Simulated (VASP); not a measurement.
# ZnCd2Se3 (P3m1) in VASP: further runs

ZnCd2Se3 is run at these levels: PBE; tasks: single point, relaxation of cell and atoms.

Everything below comes from runs of VASP 6.6.1. Logs are shortened: lines on timing, memory, paths and dates and some standing lists are left out, and cuts for length are marked.

## 1. The cell of the first run

The structure is trigonal, space group P3m1 (No. 156). Conventional cell: a = 4.112 Å, b = 4.112 Å, c = 20.134 Å, α = 90.00°, β = 90.00°, γ = 120.00°. Within 3.3 Å of Zn (site symmetry 3m) lie 4 Se at 2.52 Å. Zn (site symmetry 3m) has 4 Se at 2.52 Å within 3.3 Å. Cd (site symmetry 3m) has 4 Se at 2.52 Å within 3.3 Å. Within 3.3 Å of Cd (site symmetry 3m) lie 4 Se at 2.52 Å. Within 3.3 Å of Cd (site symmetry 3m) lie 4 Se at 2.52 Å. Within 3.3 Å of Cd (site symmetry 3m) lie 4 Se at 2.52 Å. Within 3.3 Å of Se (site symmetry 3m) lie 1 Zn at 2.52 Å and 3 Cd at 2.52 Å. Within 3.3 Å of Se (site symmetry 3m) lie 4 Cd at 2.52 Å.

## 2. Single point, PBE

File INCAR:

```
SYSTEM = ZnCd2Se3
ALGO = Normal
EDIFF = 1E-6
ENCUT = 500
GGA = PE
GGA_COMPAT = .FALSE.
ISIF = 2
ISMEAR = 0
LASPH = .TRUE.
LCHARG = .FALSE.
LREAL = .FALSE.
LWAVE = .FALSE.
NBANDS = 66
NELM = 120
PREC = Accurate
SIGMA = 0.1
```

File KPOINTS:

```
k-points
0
G
  6 6 1
  0 0 0
```

File POSCAR:

```
ZnCd2Se3
1.0
    4.1122128900      0.0000000000      0.0000000000
   -2.0561064500      3.5612808300      0.0000000000
    0.0000000000      0.0000000000     20.1335322300
Zn Cd Se
2 4 6
Direct
    0.6666666700      0.3333333300      0.0000000000
    0.3333333300      0.6666666700      0.8333333300
    0.6666666700      0.3333333300      0.3333333300
    0.6666666700      0.3333333300      0.6666666700
    0.3333333300      0.6666666700      0.1666666700
    0.3333333300      0.6666666700      0.5000000000
    0.6666666700      0.3333333300      0.1250000000
    0.6666666700      0.3333333300      0.4583333300
    0.6666666700      0.3333333300      0.7916666700
    0.3333333300      0.6666666700      0.2916666700
    0.3333333300      0.6666666700      0.6250000000
    0.3333333300      0.6666666700      0.9583333300
```

Potentials or basis: VASP PAW PBE potentials, release 64 (Zn, Cd, Se).

Started as:

```sh
> cat potpaw_PBE.64/Zn/POTCAR potpaw_PBE.64/Cd/POTCAR potpaw_PBE.64/Se/POTCAR > POTCAR
> mpirun -np 1 vasp_std > vasp.out
```

OUTCAR:

```text
SYSTEM = ZnCd2Se3
   EDIFF = 1E-6
   ENCUT = 500
   GGA = PE
   ISIF = 2
   ISMEAR = 0
   LASPH = .TRUE.
   LREAL = .FALSE.
   NELM = 120
   PREC = Accurate

 ion  position               nearest neighbor table
   1  0.667  0.333  0.000-   7 2.52  12 2.52  12 2.52  12 2.52
   2  0.333  0.667  0.833-  12 2.52   9 2.52   9 2.52   9 2.52
   3  0.667  0.333  0.333-   8 2.52  10 2.52  10 2.52  10 2.52
   4  0.667  0.333  0.667-   9 2.52  11 2.52  11 2.52  11 2.52
   5  0.333  0.667  0.167-  10 2.52   7 2.52   7 2.52   7 2.52
   6  0.333  0.667  0.500-  11 2.52   8 2.52   8 2.52   8 2.52
   7  0.667  0.333  0.125-   1 2.52   5 2.52   5 2.52   5 2.52
   8  0.667  0.333  0.458-   3 2.52   6 2.52   6 2.52   6 2.52
   9  0.667  0.333  0.792-   4 2.52   2 2.52   2 2.52   2 2.52
  10  0.333  0.667  0.292-   5 2.52   3 2.52   3 2.52   3 2.52
  11  0.333  0.667  0.625-   6 2.52   4 2.52   4 2.52   4 2.52
  12  0.333  0.667  0.958-   2 2.52   1 2.52   1 2.52   1 2.52

  LATTYP: Found a hexagonal cell.
 ALAT       =     4.1122128900
 C/A-ratio  =     4.8960335393

  Lattice vectors:

 A1 = (   4.1122128900,   0.0000000000,   0.0000000000)
 A2 = (  -2.0561064500,   3.5612808300,   0.0000000000)
 A3 = (   0.0000000000,   0.0000000000,  20.1335322300)

Analysis of symmetry for initial positions (statically):
=====================================================================
 Subroutine PRICEL returns:
 Original cell was already a primitive cell.

 Routine SETGRP: Setting up the symmetry group for a
 hexagonal supercell.

 Subroutine GETGRP returns: Found  6 space group operations
 (whereof  6 operations were pure point group operations)
 out of a pool of 24 trial point group operations.

The static configuration has the point symmetry C_3v.

Analysis of symmetry for dynamics (positions and initial velocities):
=====================================================================
 Subroutine PRICEL returns:
 Original cell was already a primitive cell.

 Routine SETGRP: Setting up the symmetry group for a
 hexagonal supercell.

 Subroutine GETGRP returns: Found  6 space group operations
 (whereof  6 operations were pure point group operations)
 out of a pool of 24 trial point group operations.

The dynamic configuration has the point symmetry C_3v.

 Subroutine INISYM returns: Found  6 space group operations
 (whereof  6 operations are pure point group operations),
 and found     1 'primitive' translations

----------------------------------------------------------------------------------------

                                     Primitive cell

  volume of cell :     294.8504

  direct lattice vectors                    reciprocal lattice vectors
     4.112212890  0.000000000  0.000000000     0.243178071  0.140398925  0.000000000
    -2.056106450  3.561280830  0.000000000     0.000000000  0.280797850  0.000000000
     0.000000000  0.000000000 20.133532230     0.000000000  0.000000000  0.049668383

  length of vectors
     4.112212890  4.112212894 20.133532230     0.280797850  0.280797850  0.049668383

  position of ions in fractional coordinates (direct lattice)
     0.666666670  0.333333330  0.000000000
     0.333333330  0.666666670  0.833333330
     0.666666670  0.333333330  0.333333330
     0.666666670  0.333333330  0.666666670
     0.333333330  0.666666670  0.166666670
     0.333333330  0.666666670  0.500000000
     0.666666670  0.333333330  0.125000000
     0.666666670  0.333333330  0.458333330
     0.666666670  0.333333330  0.791666670
     0.333333330  0.666666670  0.291666670
     0.333333330  0.666666670  0.625000000
     0.333333330  0.666666670  0.958333330

  ion indices of the primitive-cell ions
   primitive index   ion index
                 1           1
                 2           2
                 3           3
                 4           4
                 5           5
                 6           6
                 7           7
                 8           8
                 9           9
                10          10
                11          11
[... 59 lines left out ...]
      4     -11.0782      2.00000
      5     -11.0005      2.00000
      6     -10.6985      2.00000
[... 58 lines left out ...]
     65       7.3527      0.00000
     66       7.8294      0.00000

 k-point     3 :       0.3333    0.0000    0.0000
  band No.  band energies     occupation
      1     -11.2242      2.00000
      2     -11.1304      2.00000
      3     -11.0307      2.00000
      4     -10.9380      2.00000
      5     -10.8023      2.00000
      6     -10.5380      2.00000
[... 58 lines left out ...]
     65       7.3363      0.00000
     66       7.8507      0.00000

 k-point     4 :       0.5000    0.0000    0.0000
  band No.  band energies     occupation
      1     -11.0891      2.00000
      2     -11.0300      2.00000
      3     -10.9734      2.00000
      4     -10.8589      2.00000
      5     -10.6752      2.00000
      6     -10.4596      2.00000
[... 58 lines left out ...]
     65       7.0310      0.00000
     66       8.1295      0.00000

 k-point     5 :       0.1667    0.1667    0.0000
  band No.  band energies     occupation
      1     -11.2859      2.00000
      2     -11.1806      2.00000
      3     -11.0707      2.00000
      4     -10.9754      2.00000
      5     -10.8578      2.00000
      6     -10.5784      2.00000
[... 58 lines left out ...]
     65       7.0969      0.00000
     66       7.1544      0.00000

 k-point     6 :       0.3333    0.1667    0.0000
  band No.  band energies     occupation
      1     -11.0911      2.00000
      2     -11.0315      2.00000
      3     -10.9743      2.00000
      4     -10.8607      2.00000
      5     -10.6783      2.00000
      6     -10.4595      2.00000
[... 58 lines left out ...]
     65       7.4594      0.00000
     66       7.9346      0.00000

 k-point     7 :       0.3333    0.3333    0.0000
  band No.  band energies     occupation
      1     -10.9900      2.00000
      2     -10.9872      2.00000
      3     -10.9824      2.00000
      4     -10.8224      2.00000
      5     -10.6084      2.00000
      6     -10.4226      2.00000
[... 58 lines left out ...]
     65       8.3955      0.00000
     66       8.4995      0.00000

------------------------ aborting loop because EDIFF is reached ----------------------------------------

  FORCE on cell =-STRESS in cart. coord.  units (eV):
  Direction    XX          YY          ZZ          XY          YZ          ZX
  --------------------------------------------------------------------------------------
  -------------------------------------------------------------------------------------
  Total       15.6376269     15.6376269     16.3635634     -0.0000000      0.0000000     -0.0000000
  in kB       84.9727438     84.9727439     88.9173845     -0.0000001      0.0000000     -0.0000000
  external PRESSURE =      86.2876241 kB  Pullay stress =       0.0000000 kB

 VOLUME and BASIS-vectors are now :
 -----------------------------------------------------------------------------
  energy-cutoff  :      500.00
  volume of cell :      294.85
      direct lattice vectors                 reciprocal lattice vectors
     4.112212890  0.000000000  0.000000000     0.243178071  0.140398925  0.000000000
    -2.056106450  3.561280830  0.000000000     0.000000000  0.280797850  0.000000000
     0.000000000  0.000000000 20.133532230     0.000000000  0.000000000  0.049668383

 POSITION                                       TOTAL-FORCE (eV/Angst)
 -----------------------------------------------------------------------------------
      2.05611      1.18709      0.00000         0.000000     -0.000000     -0.008366
     -0.00000      2.37419     16.77794         0.000000     -0.000000      0.073704
      2.05611      1.18709      6.71118         0.000000     -0.000000     -0.011752
      2.05611      1.18709     13.42235        -0.000000      0.000000     -0.000355
     -0.00000      2.37419      3.35559        -0.000000      0.000000     -0.105290
     -0.00000      2.37419     10.06677        -0.000000     -0.000000     -0.011232
      2.05611      1.18709      2.51669         0.000000      0.000000     -1.336459
      2.05611      1.18709      9.22787         0.000000      0.000000      0.011898
      2.05611      1.18709     15.93905         0.000000     -0.000000      1.357006
     -0.00000      2.37419      5.87228        -0.000000     -0.000000      0.006394
     -0.00000      2.37419     12.58346        -0.000000      0.000000      0.014130
     -0.00000      2.37419     19.29463        -0.000000      0.000000      0.010323
 -----------------------------------------------------------------------------------
    total drift:                               -0.000000     -0.000001      0.001161

  FREE ENERGIE OF THE ION-ELECTRON SYSTEM (eV)
  ---------------------------------------------------
  free  energy   TOTEN  =       -32.4510949097 eV

  energy  without entropy=      -32.4510949097  energy(sigma->0) =      -32.45109491
```

Wall time 4.4 min (1 thread of Oxide Virtual Turin-like, shared host); peak memory 0.36 GiB.

What came out:

* Free energy: -32.4511 eV
* Pressure: 8.6 GPa
* Largest force: 1.357 eV/Å
* Band gap on the k mesh: 0.92 eV

Forces in eV/Å, atoms in the order of the input:
```
Zn   0.000  0.000 -0.008
Zn   0.000  0.000  0.074
Cd   0.000  0.000 -0.012
Cd   0.000  0.000  0.000
Cd   0.000  0.000 -0.105
Cd   0.000  0.000 -0.011
Se   0.000  0.000 -1.336
Se   0.000  0.000  0.012
Se   0.000  0.000  1.357
Se   0.000  0.000  0.006
Se   0.000  0.000  0.014
Se   0.000  0.000  0.010
```

Caveat: the cell stands under pressure; forces of over 1 eV/Å act on the atoms, so gaps and moduli don't describe the material at rest.

## 3. Single point, PBE

This run uses another cell than the first one, of 27.64 Å³/atom.

File INCAR:

```
  ALGO = Normal
  EDIFF = 1E-6
  ENCUT = 500
  GGA = PE
  GGA_COMPAT = False
  ISIF = 2
  ISMEAR = 0
  LASPH = True
  LCHARG = False
  LREAL = False
  LWAVE = False
  NBANDS = 66
  NELM = 120
  PREC = Accurate
  SIGMA = 0.1
```

File KPOINTS:

```
k-points
0
Gamma
  6 6 1
```

File POSCAR:

```
ZnCd2Se3
1.0
    4.2615790518      0.0000000030      0.0000000000
   -2.1307895285      3.6906357176      0.0000000000
    0.0000000000      0.0000000000     21.0915322252
Zn Cd Se
2 4 6
Direct
    0.6666666667      0.3333333333     -0.0071764283
    0.3333333333      0.6666666667      0.8400783919
    0.6666666667      0.3333333333      0.3308177984
    0.6666666667      0.3333333333      0.6780163244
    0.3333333333      0.6666666667      0.1572993984
    0.3333333333      0.6666666667      0.5043576570
    0.6666666667      0.3333333333      0.1107284958
    0.6666666667      0.3333333333      0.4574584975
    0.6666666667      0.3333333333      0.8051547789
    0.3333333333      0.6666666667      0.2838978740
    0.3333333333      0.6666666667      0.6310402359
    0.3333333333      0.6666666667      0.9583269760
```

Potentials or basis: VASP PAW PBE potentials, release 64 (Zn, Cd, Se).

Started as:

```sh
> cat potpaw_PBE.64/Zn/POTCAR potpaw_PBE.64/Cd/POTCAR potpaw_PBE.64/Se/POTCAR > POTCAR
> mpirun -np 1 vasp_std > vasp.out
```

Wall time 4.3 min (1 thread of Oxide Virtual Turin-like, shared host); peak memory 0.42 GiB.

Results (log left out):

```
Free energy            : -33.7466 eV
Pressure               : 0.3 GPa
Largest force          : 0.026 eV/Å
Band gap on the k mesh : 0.58 eV
```

Forces in eV/Å, atoms in the order of the input:
```
Zn   0.000  0.000  0.008
Zn   0.000  0.000  0.009
Cd   0.000  0.000  0.002
Cd   0.000  0.000  0.016
Cd   0.000  0.000  0.003
Cd   0.000  0.000  0.004
Se   0.000  0.000 -0.026
Se   0.000  0.000 -0.001
Se   0.000  0.000  0.006
Se   0.000  0.000  0.003
Se   0.000  0.000 -0.014
Se   0.000  0.000 -0.010
```

Levels at points of the mesh, in eV from the valence-band top:
| k point | band 52 | band 53 | band 54 | band 55 | band 56 | band 57 |
| --- | --- | --- | --- | --- | --- | --- |
| (0.00, 0.00, 0.00) | -0.17 | 0.00 | 0.00 | 0.58 | 1.65 | 1.92 |
| (0.50, 0.00, 0.00) | -1.12 | -0.99 | -0.72 | 2.52 | 2.56 | 2.84 |

Caveat: semilocal functionals underestimate gaps, and a narrow one can read as zero.

## 4. Relaxation of cell and atoms, PBE

File INCAR:

```
SYSTEM = ZnCd2Se3
  PREC = Accurate
  ENCUT = 500
  EDIFF = 1E-7
  ISMEAR = 0
  SIGMA = 0.1
  LREAL = .FALSE.
  LASPH = .TRUE.
  NELM = 120
  ALGO = Normal
  ISIF = 3
  LWAVE = .FALSE.
  LCHARG = .FALSE.
  GGA = PE
  IBRION = 2
  NSW = 90
  EDIFFG = -0.04
  GGA_COMPAT = .FALSE.
  NELMIN = 4
```

File KPOINTS:

```
Automatic mesh
0
G
  6 6 1
  0 0 0
```

File POSCAR:

```
ZnCd2Se3
1.0
    4.1122128900      0.0000000000      0.0000000000
   -2.0561064500      3.5612808300      0.0000000000
    0.0000000000      0.0000000000     20.1335322300
Zn Cd Se
2 4 6
Direct
    0.6666666700      0.3333333300      0.0000000000
    0.3333333300      0.6666666700      0.8333333300
    0.6666666700      0.3333333300      0.3333333300
    0.6666666700      0.3333333300      0.6666666700
    0.3333333300      0.6666666700      0.1666666700
    0.3333333300      0.6666666700      0.5000000000
    0.6666666700      0.3333333300      0.1250000000
    0.6666666700      0.3333333300      0.4583333300
    0.6666666700      0.3333333300      0.7916666700
    0.3333333300      0.6666666700      0.2916666700
    0.3333333300      0.6666666700      0.6250000000
    0.3333333300      0.6666666700      0.9583333300
```

Started as:

```sh
> cat potpaw_PBE.64/Zn/POTCAR potpaw_PBE.64/Cd/POTCAR potpaw_PBE.64/Se/POTCAR > POTCAR
> mpirun -np 1 vasp_std > vasp.out
```

It took 35 min on 1 thread of Oxide Virtual Turin-like, shared host; peak memory 0.42 GiB.

Results (log left out):

```
Free energy                           : -33.7382 eV
Relaxed volume                        : 27.67 Å³/atom
Relaxed cell                          : a = 4.261 Å, b = 4.261 Å, c = 21.117 Å, α = 90.00°, β = 90.00°, γ = 120.00°
Space group after relaxing (to 0.1 Å) : P3m1 (No. 156)
Energy gained by relaxing             : 107.3 meV/atom
Ionic steps                           : 15
Pressure after relaxing               : 0.1 GPa
Largest force after relaxing          : 0.033 eV/Å
Band gap on the k mesh                : 0.57 eV
```

Forces on the atoms (eV/Å):
```
Zn   0.000  0.000  0.004
Zn   0.000  0.000 -0.011
Cd   0.000  0.000  0.028
Cd   0.000  0.000  0.023
Cd   0.000  0.000  0.003
Cd   0.000  0.000  0.006
Se   0.000  0.000 -0.005
Se   0.000  0.000 -0.017
Se   0.000  0.000  0.021
Se   0.000  0.000 -0.003
Se   0.000  0.000 -0.033
Se   0.000  0.000 -0.017
```

Stress tensor (GPa, compression positive):
```
0.19 0.00 0.00
0.00 0.19 0.00
0.00 0.00 0.06
```

Step by step:
```
step  energy change (eV)  largest force (eV/Å)  pressure (GPa)  volume (Å³)
   1              0.0000                1.3570            8.63       294.85
   2             -0.9321                0.4000           -2.42       354.99
   3             -1.0670                0.6094           -0.16       336.89
   4             -1.0668                0.5980           -0.29       337.77
   5             -1.1005                0.4528           -0.23       337.02
   6             -1.1619                0.3744           -0.01       334.78
   7             -1.1685                0.5047            0.12       333.70
   8             -1.1983                0.3660            0.06       333.79
   9             -1.2472                0.3107           -0.07       334.03
  10             -1.2500                0.3198           -0.10       334.10
  11             -1.2658                0.1830            0.05       332.93
  12             -1.2687                0.1995            0.16       332.17
  13             -1.2816                0.1166           -0.01       333.18
  14             -1.2853                0.1024           -0.16       334.14
  15             -1.2871                0.0325            0.15       332.02
```

Final structure:
```yaml
crystal:
  lattice:
    - [4.26096, 0.00000, 0.00000]
    - [-2.13048, 3.69010, 0.00000]
    - [0.00000, 0.00000, 21.11659]
  atoms:
    - { symbol: Zn, position: [0.66667, 0.33333, 0.99280] }
    - { symbol: Zn, position: [0.33333, 0.66667, 0.84033] }
    - { symbol: Cd, position: [0.66667, 0.33333, 0.33065] }
    - { symbol: Cd, position: [0.66667, 0.33333, 0.67808] }
    - { symbol: Cd, position: [0.33333, 0.66667, 0.15720] }
    - { symbol: Cd, position: [0.33333, 0.66667, 0.50450] }
    - { symbol: Se, position: [0.66667, 0.33333, 0.11051] }
    - { symbol: Se, position: [0.66667, 0.33333, 0.45745] }
    - { symbol: Se, position: [0.66667, 0.33333, 0.80512] }
    - { symbol: Se, position: [0.33333, 0.66667, 0.28375] }
    - { symbol: Se, position: [0.33333, 0.66667, 0.63119] }
    - { symbol: Se, position: [0.33333, 0.66667, 0.95842] }
```

Levels at points of the mesh, in eV from the valence-band top:
```tsv
k point	band 51	band 52	band 53	band 54	band 55	band 56	band 57	band 58
(0.00, 0.00, 0.00)	-0.17	-0.17	0.00	0.00	0.57	1.66	1.92	2.12
(0.50, 0.00, 0.00)	-1.17	-1.12	-0.99	-0.72	2.52	2.56	2.84	3.07
```

Caveat: semilocal functionals underestimate gaps, and a narrow one can read as zero.

## 5. Overview

```tsv
task	cell	gap on the mesh (eV)	pressure (GPa)	largest force (eV/Å)
single point	a = 4.112, b = 4.112, c = 20.134 Å, angles 90.0, 90.0, 120.0°, 12 atoms, atomic positions A	0.92	8.6	1.36
single point	a = 4.262, b = 4.262, c = 21.092 Å, angles 90.0, 90.0, 120.0°, 12 atoms, atomic positions B	0.58	0.3	0.03
relaxation of cell and atoms	relaxed from a = 4.112, b = 4.112, c = 20.134 Å, angles 90.0, 90.0, 120.0°, 12 atoms, atomic positions A	0.57	0.1	0.03
```

Alike in all rows: level PBE; potentials or basis VASP PAW PBE potentials, release 64 (Zn, Cd, Se); no spin polarisation; k mesh 6 × 6 × 1; cutoff (eV) 500; smearing gaussian 0.1 eV.

Caveats: semilocal functionals underestimate gaps, and a narrow one can read as zero (at least some runs); the cell stands under pressure (at least some runs); forces of over 1 eV/Å act on the atoms, so gaps and moduli don't describe the material at rest (at least some runs).

Total energies depend on the potentials used, so only differences within one code and one set of settings carry meaning.
